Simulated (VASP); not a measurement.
Sr, 2 atoms in the cell. It takes space group P6_3/mmc (No. 194, hexagonal). Conventional cell: a = 4.240 Å, b = 4.240 Å, c = 7.283 Å, α = 90.00°, β = 90.00°, γ = 120.00°. Within 5.6 Å of Sr (site symmetry -6m2) lie 12 Sr at 4.24 to 4.39 Å. This isn't the form of Sr at room conditions, which is fcc. This cell differs from its parent crystal: ratio of the length along z to the lengths across it x 1.05, volume and fractional coordinates fixed.

```yaml
Program: VASP 6.6.1
Task: single point
Functional: r2SCAN
Potentials_or_basis: VASP PAW PBE potentials, release 64 (Sr_sv)
Cutoff: 520 eV
k_mesh: 12 × 12 × 8
Occupations: gaussian, width 0.15 eV
Spin: no spin polarisation
Dipole_correction: no
Further_INCAR_settings: ALGO = Normal; EDIFF = 1e-06; NBANDS = 17
```

Potentials or basis: VASP PAW PBE potentials, release 64 (Sr_sv).

Launch:

```console
$ cat potpaw_PBE.64/Sr_sv/POTCAR > POTCAR
$ cp INCAR.step1 INCAR
$ mpirun -np 1 vasp_std > vasp.out
$ cp INCAR.step2 INCAR
$ mpirun -np 1 vasp_std > vasp.out
```

Hardware: 1 thread of Intel(R) Xeon(R) Platinum 8259CL CPU @ 2.50GHz (Skylake/Cascade Lake) (shared host).

Task: Estimate the wall time of this run.

Result: Wall time 7.3 min on 1 thread of Intel(R) Xeon(R) Platinum 8259CL CPU @ 2.50GHz (Skylake/Cascade Lake), with other jobs on the host, peak memory 0.34 GiB. Counts: k points 95.
